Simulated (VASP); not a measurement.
# BeTe (hsec) (F-43m) in VASP: notebook

BeTe (hsec) is run at these levels: HSE06; tasks: single point, relaxation of cell and atoms.

All numbers are computed with VASP 6.6.1; they aren't measurements. Logs are shortened: lines on timing, memory, paths and dates and some standing lists are left out, and cuts for length are marked.

## (1) The cell of the first run

It takes space group F-43m (No. 216, cubic). Conventional cell: a = 5.631 Å, b = 5.631 Å, c = 5.631 Å, α = 90.00°, β = 90.00°, γ = 90.00°. Within 3.2 Å of Be (site symmetry -43m) lie 4 Te at 2.44 Å. Within 3.2 Å of Te (site symmetry -43m) lie 4 Be at 2.44 Å.

## (2) Single point, HSE06

The input, POSCAR:

```
BeTe
1.0
    0.0000000000      2.8156726123      2.8156726123
    2.8156726123      0.0000000000      2.8156726123
    2.8156726123      2.8156726123      0.0000000000
Be Te
1 1
Direct
    0.0000000000      0.0000000000      0.0000000000
    0.2500000000      0.2500000000      0.2500000000
```

The input, INCAR.step1:

```
SYSTEM = BeTe
ALGO = Normal ; EDIFF = 1E-5
ENCUT = 520 ; GGA = PE
ISIF = 2 ; ISMEAR = 0
LASPH = .True. ; LCHARG = .False.
LREAL = .False. ; LWAVE = .True.
NBANDS = 11 ; NELM = 100
PREC = Accurate ; SIGMA = 0.02
```

The input, INCAR.step2:

```
SYSTEM = BeTe
ALGO = Normal ; EDIFF = 1E-6
ENCUT = 520 ; GGA = PE
HFSCREEN = 0.2079 ; ISIF = 2
ISMEAR = 0 ; ISTART = 1
LASPH = .True. ; LCHARG = .False.
LHFCALC = .True. ; LREAL = .False.
LWAVE = .False. ; NBANDS = 11
NELM = 100 ; PREC = Accurate
PRECFOCK = Normal ; SIGMA = 0.02
```

The input, KPOINTS:

```
k-points
0
Gamma
  6 6 6
  0 0 0
```

Potentials or basis: VASP PAW PBE potentials, release 64 (Be, Te).

The run is started by

```bash
cat potpaw_PBE.64/Be/POTCAR potpaw_PBE.64/Te/POTCAR > POTCAR
cp INCAR.step1 INCAR
mpirun -np 1 vasp_std > vasp.out
cp INCAR.step2 INCAR
mpirun -np 1 vasp_std > vasp.out
```

OUTCAR:

```text
SYSTEM = BeTe
   EDIFF = 1E-6
   ENCUT = 520
   GGA = PE
   HFSCREEN = 0.2079
   ISIF = 2
   ISMEAR = 0
   ISTART = 1
   LASPH = .True.
   LHFCALC = .True.
   LREAL = .False.
   NELM = 100
   PREC = Accurate
   PRECFOCK = Normal

 ion  position               nearest neighbor table
   1  0.000  0.000  0.000-   2 2.44   2 2.44   2 2.44   2 2.44
   2  0.250  0.250  0.250-   1 2.44   1 2.44   1 2.44   1 2.44

  LATTYP: Found a face centered cubic cell.
 ALAT       =     5.6313452246

  Lattice vectors:

 A1 = (   0.0000000000,   2.8156726123,   2.8156726123)
 A2 = (   2.8156726123,   0.0000000000,   2.8156726123)
 A3 = (   2.8156726123,   2.8156726123,   0.0000000000)

Analysis of symmetry for initial positions (statically):
=====================================================================
 Subroutine PRICEL returns:
 Original cell was already a primitive cell.

 Routine SETGRP: Setting up the symmetry group for a
 face centered cubic supercell.

 Subroutine GETGRP returns: Found 24 space group operations
 (whereof 24 operations were pure point group operations)
 out of a pool of 48 trial point group operations.

The static configuration has the point symmetry T_d .

Analysis of symmetry for dynamics (positions and initial velocities):
=====================================================================
 Subroutine PRICEL returns:
 Original cell was already a primitive cell.

 Routine SETGRP: Setting up the symmetry group for a
 face centered cubic supercell.

 Subroutine GETGRP returns: Found 24 space group operations
 (whereof 24 operations were pure point group operations)
 out of a pool of 48 trial point group operations.

The dynamic configuration has the point symmetry T_d .

 Subroutine INISYM returns: Found 24 space group operations
 (whereof 24 operations are pure point group operations),
 and found     1 'primitive' translations

----------------------------------------------------------------------------------------

                                     Primitive cell

  volume of cell :      44.6454

  direct lattice vectors                    reciprocal lattice vectors
     0.000000000  2.815672612  2.815672612    -0.177577463  0.177577463  0.177577463
     2.815672612  0.000000000  2.815672612     0.177577463 -0.177577463  0.177577463
     2.815672612  2.815672612  0.000000000     0.177577463  0.177577463 -0.177577463

  length of vectors
     3.981962396  3.981962396  3.981962396     0.307573189  0.307573189  0.307573189

  position of ions in fractional coordinates (direct lattice)
     0.000000000  0.000000000  0.000000000
     0.250000000  0.250000000  0.250000000

  ion indices of the primitive-cell ions
   primitive index   ion index
                 1           1
                 2           2

----------------------------------------------------------------------------------------

 KPOINTS: k-points

Automatic generation of k-mesh.
 Grid dimensions read from file:
 generate k-points for:    6    6    6

 Generating k-lattice:

  Cartesian coordinates                     Fractional coordinates (reciprocal lattice)
    -0.029596244  0.029596244  0.029596244     0.166666667  0.000000000  0.000000000
     0.029596244 -0.029596244  0.029596244     0.000000000  0.166666667  0.000000000
     0.029596244  0.029596244 -0.029596244     0.000000000  0.000000000  0.166666667

  Length of vectors
     0.051262198  0.051262198  0.051262198

  Shift w.r.t. Gamma in fractional coordinates (k-lattice)
     0.000000000  0.000000000  0.000000000

 Subroutine IBZKPT returns following result:
 ===========================================

 Found     16 irreducible k-points:

 Following reciprocal coordinates:
            Coordinates               Weight
  0.000000  0.000000  0.000000      1.000000
  0.166667  0.000000  0.000000      8.000000
  0.333333  0.000000  0.000000      8.000000
  0.500000  0.000000  0.000000      4.000000
  0.166667  0.166667  0.000000      6.000000
  0.333333  0.166667  0.000000     24.000000
[... 8 lines left out ...]
 -0.333333  0.333333  0.166667     24.000000
 -0.333333  0.500000  0.166667     12.000000
   k-points           NKPTS =     16   k-points in BZ     NKDIM =    216   number of bands    NBANDS=     11
   number of dos      NEDOS =    301   number of ions     NIONS =      2
   total plane-waves  NPLWV =  27000
   dimension x,y,z NGX =    30 NGY =   30 NGZ =   30
   dimension x,y,z NGXF=    60 NGYF=   60 NGZF=   60
   ions per type =               1   1
   NGX,Y,Z   is equivalent  to a cutoff of  12.52, 12.52, 12.52 a.u.
   NGXF,Y,Z  is equivalent  to a cutoff of  25.05, 25.05, 25.05 a.u.
 SYSTEM =  BeTe
   PREC   = accura    normal or accurate (medium, high low for compatibility)
   ISTART =      1    job   : 0-new  1-cont  2-samecut
   ICHARG =      0    charge: 1-file 2-atom 10-const
   ISPIN  =      1    spin polarized calculation?
   LNONCOLLINEAR =      F non collinear calculations
   LSORBIT =      F    spin-orbit coupling
   LASPH  =      T    aspherical Exc in radial PAW
   ENCUT  =  520.0 eV  38.22 Ry    6.18 a.u.   7.40  7.40  7.40*2*pi/ulx,y,z
   NELM   =    100;   NELMIN=  2; NELMDL=  0     # of ELM steps
   EDIFF  = 0.1E-05   stopping-criterion for ELM
   LREAL  =      F    real-space projection
   EDIFFG = 0.1E-04   stopping-criterion for IOM
   NSW    =      0    number of steps for IOM
   IBRION =     -1    ionic relax: 0-MD 1-quasi-New 2-CG
   NFREE  =      0    steps in history (QN), initial steepest desc. (CG)
   ISIF   =      2    stress and relaxation
   ISYM   =      3    0-nonsym 1-usesym 2-fastsym
   POTIM  = 0.5000    time-step for ionic-motion
   TEBEG  =    0.0;   TEEND  =   0.0 temperature during run
   PSTRESS=    0.0 pullay stress
   NELECT =       8.0000    total number of electrons
   NUPDOWN=      -1.0000    fix difference up-down
   EMIN   =  10.00;   EMAX   =-10.00  energy-range for DOS
   EFERMI =   0.00;   METHOD = LEGACY
   ISMEAR =     0;   SIGMA  =   0.02  broadening in eV -4-tet -1-fermi 0-gaus
   EFERMI_NEDOS =   21; number of points for ismear=-14 and -15
   IALGO  =     38    algorithm
   IMIX   =      1    mixing-type and parameters
     AMIX     =   0.40;   BMIX     =  1.00
     AMIX_MAG =   1.60;   BMIX_MAG =  1.00
  volume/ion in A,a.u.               =      22.32       150.64
  Fermi-wavevector in a.u.,A,eV,Ry     =   0.922952  1.744127 11.590004  0.851841
  Thomas-Fermi vector in A             =   2.048536
   LORBIT       =      0    0 simple, 1 ext, 2 COOP (PROOUT), +10 PAW based schemes
   GGA     = PE    functional components
   LHFCALC =     T    Hartree Fock is set to
   PRECFOCK=normal    Normal, Fast or Accurate (Low or Medium for compatibility)
   ENCUT4O =  -1.0   cutoff for four orbital integrals eV
   NKREDX  =     1    reduce k-point grid by
   NKREDY  =     1    reduce k-point grid by
   NKREDZ  =     1    reduce k-point grid by
   AEXX    =    0.2500 exact exchange contribution
   HFSCREEN=    0.2079 screening length (either q_TF or 0.3 A-1)
   HFSCREENC=   0.2079 screening length for correlation (either q_TF or 0.3 A-1)
   ENCUTFOCK=  -1.0 apply spherical cutoff to Coloumb kernel
   IVDW    =     0    specifies the selected vdW correction
   LEPSILON=     F    determine dielectric tensor
   LRPA    =     F    only Hartree local field effects (RPA)
 non-spin polarized calculation
 Gauss-broadening in eV      SIGMA  =   0.02
  energy-cutoff  :      520.00
  volume of cell :       44.65
 maximum number of plane-waves:      1243
 NGX is ok and might be reduce to    30
  NGX = 24; NGY = 24; NGZ = 24

 number of electron       8.0000000 magnetization

 Free energy of the ion-electron system (eV)
  ---------------------------------------------------
  ext. energy  EPLUGINS =         0.00000000
  ---------------------------------------------------
  free energy    TOTEN  =        -8.75289898 eV

  energy without entropy =       -8.75289898  energy(sigma->0) =       -8.75289898

 E-fermi :   4.7932     XC(G=0):  -7.5668

 val. band max:        4.6216200313   @ k =   0.0000   0.0000   0.0000
 cond. band min:       7.2584495264   @ k =   0.5000   0.5000   0.0000
 fundamental gap:      2.6368294950
 Fermi energy:         4.7931870333

 k-point     1 :       0.0000    0.0000    0.0000
  band No.  band energies     occupation
      1      -8.8299      2.00000
      2       4.6216      2.00000
      3       4.6216      2.00000
      4       4.6216      2.00000
      5       9.0926      0.00000
      6       9.0926      0.00000
      7       9.0926      0.00000
      8       9.2134      0.00000
      9      13.9886      0.00000
     10      15.9117      0.00000
     11      15.9117      0.00000

 k-point     2 :       0.1667    0.0000    0.0000
  band No.  band energies     occupation
      1      -8.5407      2.00000
      2       2.4821      2.00000
      3       4.2227      2.00000
      4       4.2227      2.00000
      5       8.8873      0.00000
      6       9.6686      0.00000
      7       9.6686      0.00000
      8      11.3362      0.00000
      9      14.6280      0.00000
     10      14.6995      0.00000
     11      14.6995      0.00000

 k-point     3 :       0.3333    0.0000    0.0000
  band No.  band energies     occupation
      1      -7.8127      2.00000
      2      -0.2587      2.00000
      3       3.6333      2.00000
      4       3.6333      2.00000
      5       8.5737      0.00000
      6      10.1411      0.00000
      7      10.1411      0.00000
      8      13.4707      0.00000
      9      15.0254      0.00000
     10      15.2907      0.00000
     11      15.2907      0.00000
[... 155 lines left out ...]
 k-point    15 :      -0.3333    0.3333    0.1667
  band No.  band energies     occupation
      1      -6.8851      2.00000
      2      -0.7199      2.00000
      3       0.8274      2.00000
      4       2.0270      2.00000
      5       9.9342      0.00000
      6      10.2009      0.00000
      7      12.5951      0.00000
      8      12.9033      0.00000
      9      14.3803      0.00000
     10      17.7711      0.00000
     11      18.5536      0.00000

 k-point    16 :      -0.3333    0.5000    0.1667
  band No.  band energies     occupation
      1      -6.7237      2.00000
      2      -0.6700      2.00000
      3       0.9402      2.00000
      4       1.2893      2.00000
      5       9.1039      0.00000
      6       9.7260      0.00000
      7      13.0308      0.00000
      8      13.3616      0.00000
      9      16.8458      0.00000
     10      17.7092      0.00000
     11      18.7367      0.00000

------------------------ aborting loop because EDIFF is reached ----------------------------------------

  FORCE on cell =-STRESS in cart. coord.  units (eV):
  Direction    XX          YY          ZZ          XY          YZ          ZX
  --------------------------------------------------------------------------------------
  -------------------------------------------------------------------------------------
  Total       -0.0369004     -0.0369004     -0.0369004      0.0000000      0.0000000      0.0000000
  in kB       -1.3242351     -1.3242351     -1.3242351      0.0000000      0.0000000      0.0000000
  external PRESSURE =      -1.3242351 kB  Pullay stress =       0.0000000 kB

 VOLUME and BASIS-vectors are now :
 -----------------------------------------------------------------------------
  energy-cutoff  :      520.00
  volume of cell :       44.65
      direct lattice vectors                 reciprocal lattice vectors
     0.000000000  2.815672612  2.815672612    -0.177577463  0.177577463  0.177577463
     2.815672612  0.000000000  2.815672612     0.177577463 -0.177577463  0.177577463
     2.815672612  2.815672612  0.000000000     0.177577463  0.177577463 -0.177577463

 POSITION                                       TOTAL-FORCE (eV/Angst)
 -----------------------------------------------------------------------------------
      0.00000      0.00000      0.00000         0.000000      0.000000      0.000000
      1.40784      1.40784      1.40784        -0.000000     -0.000000     -0.000000
 -----------------------------------------------------------------------------------
    total drift:                                0.000000      0.000001      0.000001

  FREE ENERGIE OF THE ION-ELECTRON SYSTEM (eV)
  ---------------------------------------------------
  free  energy   TOTEN  =        -8.7528989780 eV

  energy  without entropy=       -8.7528989780  energy(sigma->0) =       -8.75289898
```

It took 23 min on 1 thread of Intel Xeon Platinum 8488C (Sapphire Rapids), shared host; peak memory 0.3 GiB.

What came out:

```
Free energy            : -8.7529 eV
Pressure               : -0.1 GPa
Band gap on the k mesh : 2.64 eV, indirect (least direct gap 4.47 eV)
```

Caveat: the PAW data sets were made with another functional, which shifts forces and pressure a little; spin-orbit coupling is left out, which moves the levels of the heavy elements.

[end of part 1 of 2]
